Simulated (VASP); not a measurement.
BiP, 4 atoms in the cell. The structure is hexagonal, space group P6_3/mmc (No. 194). Conventional cell: a = 3.981 Å, b = 3.981 Å, c = 7.168 Å, α = 90.00°, β = 90.00°, γ = 120.00°. Bi (site symmetry -3m) has 6 P at 2.91 Å and 2 Bi at 3.58 Å within 3.8 Å. Within 3.8 Å of P (site symmetry -6m2) lie 6 Bi at 2.91 Å. 

| Item | Value |
| --- | --- |
| Program | VASP 6.6.1 |
| Task | single point |
| Functional | PBE |
| Potentials or basis | VASP PAW PBE potentials, release 64 (Bi_d, P) |
| Cutoff | 520 eV |
| k mesh | 10 × 10 × 6 |
| Occupations | gaussian, width 0.05 eV |
| Spin | no spin polarisation |
| Dipole correction | no |
| Further INCAR settings | ALGO = Normal; EDIFF = 1e-06; NBANDS = 28 |

Potentials or basis: VASP PAW PBE potentials, release 64 (Bi_d, P).

The run is started by

```sh
$ cat potpaw_PBE.64/Bi_d/POTCAR potpaw_PBE.64/P/POTCAR > POTCAR
$ mpirun -np 1 vasp_std > vasp.out
```

Hardware: 1 thread of Intel(R) Xeon(R) 6975P-C (Granite Rapids), with other jobs on the host.

Estimate the wall time of this run.

Wall time 66 s on 1 thread of Intel(R) Xeon(R) 6975P-C (Granite Rapids), with other jobs on the host, peak memory 0.28 GiB. Counts: scf iterations 13, k points 56.
